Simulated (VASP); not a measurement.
Wanted: the native input for a VASP 6.6.1 run.

```
Task                   : single point
Functional             : PBE
Potentials or basis    : VASP PAW PBE potentials, release 64 (Ho)
Cutoff                 : 520 eV
k mesh                 : 8 × 8 × 8
Occupations            : gaussian, width 0.05 eV
Spin                   : collinear spin, ferromagnetic start
Starting moments       : [4.0] μB
Dipole correction      : no
Further INCAR settings : ALGO = Normal; EDIFF = 1e-06; NBANDS = 20
```

The structure of Ho lies in POSCAR:

```
Ho
1.0
   -1.9830325007      1.9830325007      1.9830325007
    1.9830325007     -1.9830325007      1.9830325007
    1.9830325007      1.9830325007     -1.9830325007
Ho
1
Direct
    0.0000000000      0.0000000000      0.0000000000
```

This isn't the form of Ho at room conditions, which is hcp.

The input as run:

INCAR

```
SYSTEM = Ho
PREC     = Accurate       ! precision mode
ENCUT    = 520            ! plane-wave cutoff, eV
EDIFF    = 1E-6           ! SCF threshold, eV
ISMEAR   = 0              ! smearing method
SIGMA    = 0.05           ! smearing width, eV
LREAL    = .False.        ! projectors in reciprocal space
LASPH    = .True.         ! aspherical terms in the spheres
NELM     = 150            ! most SCF steps
ALGO     = Normal         ! electronic algorithm
ISIF     = 2              ! what is computed and relaxed
LWAVE    = .False.        ! write WAVECAR
LCHARG   = .False.        ! write CHGCAR
ISPIN    = 2              ! spin polarisation
MAGMOM   = 4              ! initial moments
LORBIT   = 11             ! projections on sites
LMAXMIX  = 6              ! l up to which the mixer works
GGA      = PE             ! functional
NBANDS   = 20             ! bands
```

KPOINTS

```
regular mesh
0
Gamma
  8 8 8
  0 0 0
```

Potentials or basis: VASP PAW PBE potentials, release 64 (Ho).

Run with:

```sh
$ cat potpaw_PBE.64/Ho/POTCAR > POTCAR
$ mpirun -np 1 vasp_std > vasp.out
```

It gave:

```json
{"Pressure": "2.6 GPa", "Net moment": "3.74 μB per cell", "Site moments": "Ho +3.56 μB", "Valence electrons inside the program's atomic spheres": "Ho 18.55"}
```

Caveat: the magnetic or orbital state may not be the lowest.

It took 62 s on 1 thread of Intel(R) Xeon(R) 6975P-C (Granite Rapids), on a shared host, peak memory 0.19 GiB.
